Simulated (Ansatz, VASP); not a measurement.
Two plane-wave programs on BN

Contents of INCAR:

```
PREC = Accurate
ENCUT = 600
EDIFF = 1E-6
ISMEAR = 0
SIGMA = 0.05
LREAL = False
LASPH = True
NELM = 120
ALGO = Normal
ISIF = 2
LWAVE = False
LCHARG = False
GGA = PE
NBANDS = 16
GGA_COMPAT = False
```

File KPOINTS:

```
Automatic mesh
0
Gamma
  15 15 4
```

POSCAR

```
BN
1.0
    2.4982400000      0.0000000000      0.0000000000
   -1.2491200000      2.1635393048      0.0000000000
    0.0000000000      0.0000000000      6.6357000000
B N
2 2
Direct
    0.3333333333      0.6666666667      0.2500000000
    0.6666666667      0.3333333333      0.7500000000
    0.3333333333      0.6666666667      0.7500000000
    0.6029152436      0.2931605648      0.2416827531
```

Input for Ansatz:

```yaml
crystal:
  lattice:
    - [2.49824, 0.0, 0.0]
    - [-1.24912, 2.1635393048, 0.0]
    - [0.0, 0.0, 6.6357]
  atoms:
    - { symbol: B, position: [0.3333333333, 0.6666666667, 0.25] }
    - { symbol: B, position: [0.6666666667, 0.3333333333, 0.75] }
    - { symbol: "N", position: [0.3333333333, 0.6666666667, 0.75] }
    - { symbol: "N", position: [0.6029152436, 0.2931605648, 0.2416827531] }
basis:
  ecutwfc: 500
  fft_grid_basis: typed
kpoints:
  mp_grid: { grid: [15, 15, 4] }
hamiltonian:
  xc: pbe
scf:
  occupations: { method: gaussian, width: 0.05 }
output:
  forces: true
  stress: true
  eigenvalues: true
  bader: true
  write_density: true
  volumetric_format: npy
```

Alike in both runs: task single point; functional PBE; k mesh 15 × 15 × 4; occupations gaussian, width 0.05 eV; no spin polarisation.

|  | VASP | Ansatz |
| --- | --- | --- |
| version | VASP 6.6.1 | Ansatz 0.2.0 |
| potentials or method | VASP PAW PBE potentials, release 64 (B, N), cutoff 600 eV | scalar-relativistic, plane waves, PAW |
| valence electrons in the cell | 16 | 16 |

VASP gave:

* gap on the k mesh at the Fermi level (eV): 3.81
* pressure (GPa): 8.1
* traceless stress, the component that is largest in VASP (GPa): 7.91
* rms of the force components (eV/Å): 1.961

**Question.** Which values does Ansatz return?

**Answer.** gap on the k mesh at the Fermi level (eV): 3.81; pressure (GPa): 8.3; traceless stress, the component that is largest in VASP (GPa): 7.85; rms of the force components (eV/Å): 1.965.

Atom by atom the forces differ by 0.004 eV/Å (rms over components).
